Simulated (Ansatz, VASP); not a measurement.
# WC in VASP and in Ansatz

File INCAR:

```
ALGO = Normal
EDIFF = 1E-6
ENCUT = 520
ISIF = 2
ISMEAR = 0
LASPH = T
LCHARG = T
LELF = T
LREAL = F
LVHAR = T
LWAVE = F
NBANDS = 16
NELM = 80
PREC = Accurate
SIGMA = 0.1
```

KPOINTS

```
k-points
0
Gamma
  18 18 14
```

Contents of POSCAR:

```
WC
1.0
    2.9216789062      0.0000000000      0.0000000000
   -1.4608394531      2.5302481545      0.0000000000
    0.0000000000      0.0000000000      2.8470525963
W C
1 1
Direct
    0.0000000000      0.0000000000      0.0000000000
    0.6666666667      0.3333333333      0.5000000000
```

Input for Ansatz:

```yaml
crystal:
  lattice:
    - [2.9216789061, 0.0, 0.0]
    - [-1.460839453, 2.5302481544, 0.0]
    - [0.0, 0.0, 2.8470525964]
  atoms:
    - { symbol: W, position: [0.0, 0.0, 0.0] }
    - { symbol: C, position: [0.6666666667, 0.3333333333, 0.5] }
basis:
  ecutwfc: 420
kpoints:
  mp_grid: { grid: [18, 18, 14] }
  band_path:
    path:
      - [[0.0, 0.0, 0.0], [0.5, 0.0, 0.0], [0.33333333, 0.33333333, 0.0], [0.0, 0.0, 0.0], [0.0, 0.0, 0.5], [0.5, 0.0, 0.5], [0.33333333, 0.33333333, 0.5], [0.0, 0.0, 0.5]]
      - [[0.5, 0.0, 0.5], [0.5, 0.0, 0.0]]
      - [[0.33333333, 0.33333333, 0.5], [0.33333333, 0.33333333, 0.0]]
    npoints: 14
hamiltonian:
  xc: lda
scf:
  occupations: { method: gaussian, width: 0.1 }
  n_extra_bands: 6
output:
  forces: true
  stress: true
  eigenvalues: true
  populations: true
  dos: { projected: true, de: 0.02, nscf_kmesh: { grid: [27, 27, 21] } }
  bader: true
  write_density: true
  write_potential: true
  elf: true
  volumetric_format: npy
```

Alike in both runs: task single point; functional LDA; k mesh 18 × 18 × 14; occupations gaussian, width 0.1 eV; no spin polarisation.

```csv
,VASP,Ansatz
version,VASP 6.6.1,Ansatz 0.2.0
potentials or method,"VASP PAW LDA potentials, release 64 (W_sv, C), cutoff 520 eV","scalar-relativistic, plane waves, PAW"
valence electrons in the cell,18,18
```

|  | VASP | Ansatz | Ansatz less VASP |
| --- | --- | --- | --- |
| gap on the k mesh at the Fermi level (eV) | none | none | - |
| pressure (GPa) | -12.7 | -15.0 | -2.36 |
| traceless stress, the component that is largest in VASP (GPa) | -0.88 | -1.19 | -0.311 |

LDA's correlation is that of Perdew and Zunger in VASP and of Perdew and Wang (1992) in Ansatz. A gap of «none» marks a metal or a gap that the smearing closes.

Spin-orbit coupling is off throughout.
